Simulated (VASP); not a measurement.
# CdS (P6_3mc) in VASP: further runs

CdS is run at these levels: LDA; tasks: single point, relaxation of cell and atoms.

Program: VASP 6.6.1. These are calculated values, not measurements. Logs are shortened: lines on timing, memory, paths and dates and some standing lists are left out, and cuts for length are marked.

### Step 1. The cell of the first run

Symmetry: P6_3mc, No. 186, hexagonal system. Conventional cell: a = 4.074 Å, b = 4.074 Å, c = 6.637 Å, α = 90.00°, β = 90.00°, γ = 120.00°. Cd (site symmetry 3m) has 4 S at 2.49 to 2.50 Å within 3.3 Å. Within 3.3 Å of S (site symmetry 3m) lie 4 Cd at 2.49 to 2.50 Å.

### Step 2. Single point, LDA

INCAR reads:

```
SYSTEM = CdS
PREC = Accurate
ENCUT = 520
EDIFF = 1E-6
ISMEAR = 0
SIGMA = 0.01
LREAL = .FALSE.
LASPH = .TRUE.
NELM = 100
ALGO = Normal
ISIF = 2
LWAVE = .FALSE.
LCHARG = .FALSE.
NBANDS = 26
```

KPOINTS reads:

```
regular mesh
0
G
  6 6 4
  0 0 0
```

POSCAR reads:

```
CdS
1.0
    4.0740851350      0.0000000000      0.0000000000
   -2.0370425675      3.5282612241      0.0000000000
    0.0000000000      0.0000000000      6.6370068216
Cd S
2 2
Direct
    0.3333333333      0.6666666667     -0.0005565979
    0.6666666667      0.3333333333      0.4994434021
    0.3333333333      0.6666666667      0.3755565979
    0.6666666667      0.3333333333      0.8755565979
```

Potentials or basis: VASP PAW LDA potentials, release 64 (Cd, S).

Launch:

```
$ cat potpaw_LDA.64/Cd/POTCAR potpaw_LDA.64/S/POTCAR > POTCAR
$ mpirun -np 1 vasp_std > vasp.out
```

OUTCAR:

```text
SYSTEM = CdS
   PREC = Accurate
   ENCUT = 520
   EDIFF = 1E-6
   ISMEAR = 0
   LREAL = .FALSE.
   LASPH = .TRUE.
   NELM = 100
   ISIF = 2

 ion  position               nearest neighbor table
   1  0.333  0.667  0.999-   4 2.49   4 2.49   4 2.49   3 2.50
   2  0.667  0.333  0.499-   3 2.49   3 2.49   3 2.49   4 2.50
   3  0.333  0.667  0.376-   2 2.49   2 2.49   2 2.49   1 2.50
   4  0.667  0.333  0.876-   1 2.49   1 2.49   1 2.49   2 2.50

  LATTYP: Found a hexagonal cell.
 ALAT       =     4.0740851350
 C/A-ratio  =     1.6290790697

  Lattice vectors:

 A1 = (   4.0740851350,   0.0000000000,   0.0000000000)
 A2 = (  -2.0370425675,   3.5282612241,   0.0000000000)
 A3 = (   0.0000000000,   0.0000000000,   6.6370068216)

Analysis of symmetry for initial positions (statically):
=====================================================================
 Subroutine PRICEL returns:
 Original cell was already a primitive cell.

 Routine SETGRP: Setting up the symmetry group for a
 hexagonal supercell.

 Subroutine GETGRP returns: Found 12 space group operations
 (whereof  6 operations were pure point group operations)
 out of a pool of 24 trial point group operations.

The static configuration has the point symmetry C_3v.
 The point group associated with its full space group is C_6v.

Analysis of symmetry for dynamics (positions and initial velocities):
=====================================================================
 Subroutine PRICEL returns:
 Original cell was already a primitive cell.

 Routine SETGRP: Setting up the symmetry group for a
 hexagonal supercell.

 Subroutine GETGRP returns: Found 12 space group operations
 (whereof  6 operations were pure point group operations)
 out of a pool of 24 trial point group operations.

The dynamic configuration has the point symmetry C_3v.
 The point group associated with its full space group is C_6v.

 Subroutine INISYM returns: Found 12 space group operations
 (whereof  6 operations are pure point group operations),
 and found     1 'primitive' translations

----------------------------------------------------------------------------------------

                                     Primitive cell

  volume of cell :      95.4032

  direct lattice vectors                    reciprocal lattice vectors
     4.074085135  0.000000000  0.000000000     0.245453879  0.141712863  0.000000000
    -2.037042567  3.528261224  0.000000000     0.000000000  0.283425726  0.000000000
     0.000000000  0.000000000  6.637006822     0.000000000  0.000000000  0.150670329

[... 83 lines left out ...]
   EDIFF  = 0.1E-05   stopping-criterion for ELM
   LREAL  =      F    real-space projection
   EDIFFG = 0.1E-04   stopping-criterion for IOM
   NSW    =      0    number of steps for IOM
   IBRION =     -1    ionic relax: 0-MD 1-quasi-New 2-CG
   NFREE  =      0    steps in history (QN), initial steepest desc. (CG)
   ISIF   =      2    stress and relaxation
   ISYM   =      2    0-nonsym 1-usesym 2-fastsym
   POTIM  = 0.5000    time-step for ionic-motion
   TEBEG  =    0.0;   TEEND  =   0.0 temperature during run
   PSTRESS=    0.0 pullay stress
   NELECT =      36.0000    total number of electrons
   NUPDOWN=      -1.0000    fix difference up-down
   EMIN   =  10.00;   EMAX   =-10.00  energy-range for DOS
   EFERMI =   0.00;   METHOD = LEGACY
   ISMEAR =     0;   SIGMA  =   0.01  broadening in eV -4-tet -1-fermi 0-gaus
   EFERMI_NEDOS =   21; number of points for ismear=-14 and -15
   IALGO  =     38    algorithm
   IMIX   =      4    mixing-type and parameters
     AMIX     =   0.40;   BMIX     =  1.00
     AMIX_MAG =   1.60;   BMIX_MAG =  1.00
  volume/ion in A,a.u.               =      23.85       160.95
  Fermi-wavevector in a.u.,A,eV,Ry     =   1.183009  2.235562 19.041486  1.399510
  Thomas-Fermi vector in A             =   2.319252
   LORBIT       =      0    0 simple, 1 ext, 2 COOP (PROOUT), +10 PAW based schemes
   GGA     = CA    functional components
   LHFCALC =     F    Hartree Fock is set to
   AEXX    =    0.0000 exact exchange contribution
   IVDW    =     0    specifies the selected vdW correction
   LEPSILON=     F    determine dielectric tensor
   LRPA    =     F    only Hartree local field effects (RPA)
 non-spin polarized calculation
 Gauss-broadening in eV      SIGMA  =   0.01
  energy-cutoff  :      520.00
  volume of cell :       95.40
 maximum number of plane-waves:      2593
   NGX = 15   NGY = 15   NGZ = 25

 number of electron      36.0000024 magnetization

 Free energy of the ion-electron system (eV)
  ---------------------------------------------------
  ext. energy  EPLUGINS =         0.00000000
  ---------------------------------------------------
  free energy    TOTEN  =       -14.81469049 eV

  energy without entropy =      -14.81469049  energy(sigma->0) =      -14.81469049

 E-fermi :   1.5836     XC(G=0):  -9.7598

 val. band max:        1.4818639816   @ k =   0.0000   0.0000   0.0000
 cond. band min:       2.5373461768   @ k =   0.0000   0.0000   0.0000
 fundamental gap:      1.0554821953
 Fermi energy:         1.5836382855

 k-point     1 :       0.0000    0.0000    0.0000
  band No.  band energies     occupation
      1     -11.1326      2.00000
      2     -10.6440      2.00000
      3      -6.4382      2.00000
      4      -6.4273      2.00000
      5      -6.4273      2.00000
      6      -6.3335      2.00000
[... 598 lines left out ...]
     25      10.6474      0.00000
     26      10.6474      0.00000

------------------------ aborting loop because EDIFF is reached ----------------------------------------

  FORCE on cell =-STRESS in cart. coord.  units (eV):
  Direction    XX          YY          ZZ          XY          YZ          ZX
  --------------------------------------------------------------------------------------
  -------------------------------------------------------------------------------------
  Total        0.3277755      0.3277755      0.3287939      0.0000000      0.0000000      0.0000000
  in kB        5.5045767      5.5045767      5.5216798      0.0000000      0.0000000      0.0000000
  external PRESSURE =       5.5102778 kB  Pullay stress =       0.0000000 kB

 VOLUME and BASIS-vectors are now :
 -----------------------------------------------------------------------------
  energy-cutoff  :      520.00
  volume of cell :       95.40
      direct lattice vectors                 reciprocal lattice vectors
     4.074085135  0.000000000  0.000000000     0.245453879  0.141712863  0.000000000
    -2.037042567  3.528261224  0.000000000     0.000000000  0.283425726  0.000000000
     0.000000000  0.000000000  6.637006822     0.000000000  0.000000000  0.150670329

 POSITION                                       TOTAL-FORCE (eV/Angst)
 -----------------------------------------------------------------------------------
     -0.00000      2.35217      6.63331         0.000000     -0.000000      0.001211
      2.03704      1.17609      3.31481        -0.000000      0.000000      0.001211
     -0.00000      2.35217      2.49257         0.000000      0.000000     -0.001211
      2.03704      1.17609      5.81108        -0.000000     -0.000000     -0.001211
 -----------------------------------------------------------------------------------
    total drift:                                0.000000      0.000000      0.001024

  FREE ENERGIE OF THE ION-ELECTRON SYSTEM (eV)
  ---------------------------------------------------
  free  energy   TOTEN  =       -14.8146904898 eV

  energy  without entropy=      -14.8146904898  energy(sigma->0) =      -14.81469049
```

It took 96 s on 1 thread of Intel Xeon 8259CL, shared host; peak memory 0.16 GiB.

Results:

```yaml
Free_energy: -14.8147 eV
Pressure: 0.6 GPa
Band_gap_on_the_k_mesh: 1.06 eV
```

### Step 3. Relaxation of cell and atoms, LDA

INCAR reads:

```
PREC = Accurate
ENCUT = 600
EDIFF = 1E-6
ISMEAR = 0
SIGMA = 0.01
LREAL = False
LASPH = True
NELM = 80
ALGO = Normal
ISIF = 3
LWAVE = False
LCHARG = False
IBRION = 2
NSW = 80
EDIFFG = -0.001
```

KPOINTS reads:

```
regular mesh
0
Gamma
  6 6 4
```

POSCAR is that of step 2.

Potentials or basis: VASP PAW LDA potentials, release 64 (Cd, S).

Launch:

```
$ cat potpaw_LDA.64/Cd/POTCAR potpaw_LDA.64/S/POTCAR > POTCAR
$ mpirun -np 1 vasp_std > vasp.out
```

Run time: 3.3 min. Hardware: 1 thread of Intel Xeon 8259CL, shared host; peak memory 0.2 GiB.

It converged, with:

- Free energy: -14.8156 eV
- Relaxed volume: 24.03 Å³/atom
- Relaxed cell: a = 4.084 Å, b = 4.084 Å, c = 6.654 Å, α = 90.00°, β = 90.00°, γ = 120.00°
- Space group after relaxing (to 0.1 Å): P6_3mc (No. 186)
- Energy gained by relaxing: 0.3 meV/atom
- Ionic steps: 3
- Pressure after relaxing: 0.0 GPa
- Band gap on the k mesh: 1.04 eV

The path:
| step | energy change (eV) | largest force (eV/Å) | pressure (GPa) | volume (Å³) |
| --- | --- | --- | --- | --- |
| 1 | 0.0000 | 0.0011 | 0.52 | 95.40 |
| 2 | -0.0009 | 0.0004 | -0.25 | 96.49 |
| 3 | -0.0012 | 0.0000 | 0.00 | 96.13 |

Final structure:
```cif
data_structure
_symmetry_space_group_name_H-M 'P 1'
_symmetry_Int_Tables_number 1
_cell_length_a 4.0844
_cell_length_b 4.0844
_cell_length_c 6.6539
_cell_angle_alpha 90.000
_cell_angle_beta 90.000
_cell_angle_gamma 120.000
_cell_volume 96.13
loop_
_atom_site_label
_atom_site_type_symbol
_atom_site_fract_x
_atom_site_fract_y
_atom_site_fract_z
_atom_site_occupancy
Cd1 Cd 0.33333 0.66667 0.99945 1
Cd2 Cd 0.66667 0.33333 0.49945 1
S1 S 0.33333 0.66667 0.37555 1
S2 S 0.66667 0.33333 0.87555 1
```

Levels at points of the mesh, in eV from the valence-band top:
```tsv
k point	band 16	band 17	band 18	band 19	band 20	band 21
(0.00, 0.00, 0.00)	-0.06	0.00	0.00	1.04	2.62	6.29
(0.50, 0.00, 0.00)	-2.04	-1.44	-0.82	3.60	3.67	4.87
(0.00, 0.00, 0.50)	-0.43	-0.43	-0.43	2.71	2.71	6.01
(0.50, 0.00, 0.50)	-1.47	-1.46	-1.46	3.26	3.26	5.21
```
